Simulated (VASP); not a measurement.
# BiTe in VASP: a series of runs, part 2 of 2

VASP 6.6.1. The steps go on from the part before.

## Step 6: Single point, PBEsol

Input file INCAR:

```
PREC = Accurate
ENCUT = 520
EDIFF = 1E-6
ISMEAR = -1
SIGMA = 0.05
LREAL = F
LASPH = T
NELM = 100
ALGO = Normal
ISIF = 2
LWAVE = F
LCHARG = F
GGA = PS
NBANDS = 18
```

Input file KPOINTS:

```
Automatic mesh
0
Gamma
  7 7 7
```

Input file POSCAR:

```
BiTe
1.0
    0.0000000000      3.2350000000      3.3644000000
    3.2350000000      0.0000000000      3.3644000000
    3.2350000000      3.2350000000      0.0000000000
Bi Te
1 1
Direct
    0.0000000000      0.0000000000      0.0000000000
    0.5000000000      0.5000000000      0.5000000000
```

Potentials or basis: VASP PAW PBE potentials, release 64 (Bi_d, Te).

Launch:

```bash
$ cat potpaw_PBE.64/Bi_d/POTCAR potpaw_PBE.64/Te/POTCAR > POTCAR
$ mpirun -np 1 vasp_std > vasp.out
```

OUTCAR:

```text
PREC = Accurate
   ENCUT = 520
   EDIFF = 1E-6
   ISMEAR = -1
   LREAL = F
   LASPH = T
   NELM = 100
   ISIF = 2
   GGA = PS

 ion  position               nearest neighbor table
   1  0.000  0.000  0.000-   2 3.23   2 3.23   2 3.23   2 3.23   2 3.36   2 3.36
   2  0.500  0.500  0.500-   1 3.23   1 3.23   1 3.23   1 3.23   1 3.36   1 3.36

  LATTYP: Found a body centered tetragonal cell.
 ALAT       =     4.5749808743
 C/A-ratio  =     1.4707821049

  Lattice vectors:

 A1 = (  -3.2350000000,   0.0000000000,   3.3644000000)
 A2 = (   3.2350000000,   0.0000000000,   3.3644000000)
 A3 = (   0.0000000000,   3.2350000000,  -3.3644000000)

Analysis of symmetry for initial positions (statically):
=====================================================================
 Subroutine PRICEL returns:
 Original cell was already a primitive cell.

 Routine SETGRP: Setting up the symmetry group for a
 body centered tetragonal supercell.

 Subroutine GETGRP returns: Found 16 space group operations
 (whereof 16 operations were pure point group operations)
 out of a pool of 16 trial point group operations.

The static configuration has the point symmetry D_4h.

Analysis of symmetry for dynamics (positions and initial velocities):
=====================================================================
 Subroutine PRICEL returns:
 Original cell was already a primitive cell.

 Routine SETGRP: Setting up the symmetry group for a
 body centered tetragonal supercell.

 Subroutine GETGRP returns: Found 16 space group operations
 (whereof 16 operations were pure point group operations)
 out of a pool of 16 trial point group operations.

The dynamic configuration has the point symmetry D_4h.

 Subroutine INISYM returns: Found 16 space group operations
 (whereof 16 operations are pure point group operations),
 and found     1 'primitive' translations

----------------------------------------------------------------------------------------

                                     Primitive cell

  volume of cell :      70.4184

  direct lattice vectors                    reciprocal lattice vectors
     0.000000000  3.235000000  3.364400000    -0.154559505  0.154559505  0.148614909
     3.235000000  0.000000000  3.364400000     0.154559505 -0.154559505  0.148614909
     3.235000000  3.235000000  0.000000000     0.154559505  0.154559505 -0.148614909

  length of vectors
     4.667377461  4.667377461  4.574980874     0.264317371  0.264317371  0.264317371

  position of ions in fractional coordinates (direct lattice)
     0.000000000  0.000000000  0.000000000
     0.500000000  0.500000000  0.500000000

  ion indices of the primitive-cell ions
   primitive index   ion index
                 1           1
                 2           2

----------------------------------------------------------------------------------------

 KPOINTS: Automatic mesh

Automatic generation of k-mesh.
 Grid dimensions read from file:
 generate k-points for:    7    7    7

 Generating k-lattice:

  Cartesian coordinates                     Fractional coordinates (reciprocal lattice)
    -0.022079929  0.022079929  0.021230701     0.142857143 -0.000000000  0.000000000
     0.022079929 -0.022079929  0.021230701    -0.000000000  0.142857143  0.000000000
     0.022079929  0.022079929 -0.021230701     0.000000000  0.000000000  0.142857143

  Length of vectors
     0.037759624  0.037759624  0.037759624

  Shift w.r.t. Gamma in fractional coordinates (k-lattice)
     0.000000000  0.000000000  0.000000000

 Subroutine IBZKPT returns following result:
 ===========================================

 Found     40 irreducible k-points:

 Following reciprocal coordinates:
            Coordinates               Weight
  0.000000  0.000000  0.000000      1.000000
  0.142857 -0.000000  0.000000      8.000000
  0.285714  0.000000  0.000000      8.000000
  0.428571  0.000000  0.000000      8.000000
  0.142857  0.142857  0.000000      2.000000
  0.285714  0.142857  0.000000      8.000000
[... 16 lines left out ...]
  0.428571  0.285714  0.142857      8.000000
 -0.428571  0.285714  0.142857     16.000000
 [... further k-points ...]
   k-points           NKPTS =     40   k-points in BZ     NKDIM =     40   number of bands    NBANDS=     18
   number of dos      NEDOS =    301   number of ions     NIONS =      2
   total plane-waves  NPLWV =  46656
   dimension x,y,z NGX =    36 NGY =   36 NGZ =   36
   dimension x,y,z NGXF=    72 NGYF=   72 NGZF=   72
   ions per type =               1   1
   NGX,Y,Z   is equivalent  to a cutoff of  12.82, 12.82, 13.08 a.u.
   NGXF,Y,Z  is equivalent  to a cutoff of  25.65, 25.65, 26.16 a.u.
 SYSTEM =  unknown system
   PREC   = accura    normal or accurate (medium, high low for compatibility)
   ISTART =      0    job   : 0-new  1-cont  2-samecut
   ICHARG =      2    charge: 1-file 2-atom 10-const
   ISPIN  =      1    spin polarized calculation?
   LNONCOLLINEAR =      F non collinear calculations
   LSORBIT =      F    spin-orbit coupling
   LASPH  =      T    aspherical Exc in radial PAW
   ENCUT  =  520.0 eV  38.22 Ry    6.18 a.u.   8.68  8.68  8.51*2*pi/ulx,y,z
   NELM   =    100;   NELMIN=  2; NELMDL= -5     # of ELM steps
   EDIFF  = 0.1E-05   stopping-criterion for ELM
   LREAL  =      F    real-space projection
   EDIFFG = 0.1E-04   stopping-criterion for IOM
   NSW    =      0    number of steps for IOM
   IBRION =     -1    ionic relax: 0-MD 1-quasi-New 2-CG
   NFREE  =      0    steps in history (QN), initial steepest desc. (CG)
   ISIF   =      2    stress and relaxation
   ISYM   =      2    0-nonsym 1-usesym 2-fastsym
   POTIM  = 0.5000    time-step for ionic-motion
   TEBEG  =    0.0;   TEEND  =   0.0 temperature during run
   PSTRESS=    0.0 pullay stress
   NELECT =      21.0000    total number of electrons
   NUPDOWN=      -1.0000    fix difference up-down
   EMIN   =  10.00;   EMAX   =-10.00  energy-range for DOS
   EFERMI =   0.00;   METHOD = LEGACY
   ISMEAR =    -1;   SIGMA  =   0.05  broadening in eV -4-tet -1-fermi 0-gaus
   EFERMI_NEDOS =   21; number of points for ismear=-14 and -15
   IALGO  =     38    algorithm
   IMIX   =      4    mixing-type and parameters
     AMIX     =   0.40;   BMIX     =  1.00
     AMIX_MAG =   1.60;   BMIX_MAG =  1.00
  volume/ion in A,a.u.               =      35.21       237.60
  Fermi-wavevector in a.u.,A,eV,Ry     =   1.093753  2.066893 16.276586  1.196295
  Thomas-Fermi vector in A             =   2.230044
   LORBIT       =      0    0 simple, 1 ext, 2 COOP (PROOUT), +10 PAW based schemes
   GGA     = PS    functional components
   LHFCALC =     F    Hartree Fock is set to
   AEXX    =    0.0000 exact exchange contribution
   IVDW    =     0    specifies the selected vdW correction
   LEPSILON=     F    determine dielectric tensor
   LRPA    =     F    only Hartree local field effects (RPA)
 non-spin polarized calculation
  energy-cutoff  :      520.00
  volume of cell :       70.42
 maximum number of plane-waves:      1913
   NGX = 17   NGY = 17   NGZ = 17

 number of electron      20.9999998 magnetization

 Free energy of the ion-electron system (eV)
  ---------------------------------------------------
  ext. energy  EPLUGINS =         0.00000000
  ---------------------------------------------------
  free energy    TOTEN  =        -7.91192047 eV

  energy without entropy =       -7.89502174  energy(sigma->0) =       -7.90347110

 E-fermi :   6.0053     XC(G=0):  -9.4188

 val. band max:        5.9961569856   @ k =  -0.2857   0.1429   0.4286
 cond. band min:       6.0358283271   @ k =  -0.4286   0.1429   0.0000
 fundamental gap:      0.0396713415
 Fermi energy:         6.0053430063

 k-point     1 :       0.0000    0.0000    0.0000
  band No.  band energies     occupation
      1     -17.0415      2.00000
      2     -17.0391      2.00000
      3     -17.0152      2.00000
      4     -17.0152      2.00000
      5     -17.0105      2.00000
      6      -7.2592      2.00000
[... 10 lines left out ...]
     17      11.5827      0.00000
     18      12.5644      0.00000
[... 463 lines left out ...]
 k-point    24 :      -0.4286    0.2857    0.1429
  band No.  band energies     occupation
      1     -17.0439      2.00000
      2     -17.0361      2.00000
      3     -17.0146      2.00000
      4     -17.0112      2.00000
      5     -17.0092      2.00000
      6      -5.6354      2.00000
[... 10 lines left out ...]
     17      15.1562      0.00000
     18      16.1814      0.00000

 [... further k-points ...]

------------------------ aborting loop because EDIFF is reached ----------------------------------------

  FORCE on cell =-STRESS in cart. coord.  units (eV):
  Direction    XX          YY          ZZ          XY          YZ          ZX
  --------------------------------------------------------------------------------------
  -------------------------------------------------------------------------------------
  Total       -1.2135352     -1.2135352     -1.8226869      0.0000000     -0.0000000      0.0000000
  in kB      -27.6106595    -27.6106595    -41.4702320      0.0000000     -0.0000000      0.0000000
  external PRESSURE =     -32.2305170 kB  Pullay stress =       0.0000000 kB

 VOLUME and BASIS-vectors are now :
 -----------------------------------------------------------------------------
  energy-cutoff  :      520.00
  volume of cell :       70.42
      direct lattice vectors                 reciprocal lattice vectors
     0.000000000  3.235000000  3.364400000    -0.154559505  0.154559505  0.148614909
     3.235000000  0.000000000  3.364400000     0.154559505 -0.154559505  0.148614909
     3.235000000  3.235000000  0.000000000     0.154559505  0.154559505 -0.148614909

 POSITION                                       TOTAL-FORCE (eV/Angst)
 -----------------------------------------------------------------------------------
      0.00000      0.00000      0.00000         0.000000     -0.000000     -0.000000
      3.23500      3.23500      3.36440        -0.000000      0.000000      0.000000
 -----------------------------------------------------------------------------------
    total drift:                               -0.000000      0.000000      0.000000

  FREE ENERGIE OF THE ION-ELECTRON SYSTEM (eV)
  ---------------------------------------------------
  free  energy   TOTEN  =        -7.9119204672 eV

  energy  without entropy=       -7.8950217402  energy(sigma->0) =       -7.90347110
```

stdout:

```text
POSCAR found type information on POSCAR BiTe
 POSCAR found :  2 types and       2 ions
 scaLAPACK will be used
 -----------------------------------------------------------------------------
|                                                                             |
|                                                                             |
|     You enforced a specific xc type in the INCAR file but a different       |
|     I HOPE YOU KNOW WHAT YOU ARE DOING!                                     |
|                                                                             |
 -----------------------------------------------------------------------------

 LDA part: xc-table for (Slater+PW92), standard interpolation
 POSCAR, INCAR and KPOINTS ok, starting setup
 FFT: planning ... GRIDC
 FFT: planning ... GRID_SOFT
 FFT: planning ... GRID
 WAVECAR not read
 entering main loop
```

Wall time 71 s (1 thread of AMD EPYC 7R43 (Zen 3), shared host); peak memory 0.19 GiB.

What came out:

```
Free energy : -7.9119 eV
Pressure    : -3.2 GPa
```

Stress tensor (GPa, compression positive):
```
-2.76  0.00  0.00
 0.00 -2.76  0.00
 0.00  0.00 -4.15
```

Caveat: the PAW data sets were made with another functional, which shifts forces and pressure a little; spin-orbit coupling is left out, which moves the levels of the heavy elements.

## Step 7: The runs side by side

```csv
level,cell,gap on the mesh (eV),pressure (GPa)
r2SCAN,"a = 4.635 Å, angles 60.0°, 2 atoms",none,-1.8
r2SCAN,"a = 4.665 Å, angles 60.0°, 2 atoms",none,-2.5
PBEsol,"a = 4.575 Å, angles 60.0°, 2 atoms",none,-1.6
PBEsol,"a = 4.621, b = 4.621, c = 4.575 Å, angles 60.3, 60.3, 59.3°, 2 atoms",none,-2.5
PBEsol,"a = 4.667, b = 4.667, c = 4.575 Å, angles 60.7, 60.7, 58.7°, 2 atoms",none,-3.2
```

Alike in all rows: task single point; potentials or basis VASP PAW PBE potentials, release 64 (Bi_d, Te); no spin polarisation; k mesh 7 × 7 × 7; cutoff (eV) 520; smearing fermi-dirac 0.05 eV.

Caveats: the PAW data sets were made with another functional, which shifts forces and pressure a little; spin-orbit coupling is left out, which moves the levels of the heavy elements.

Total energies depend on the potentials used, so only differences within one code and one set of settings carry meaning.
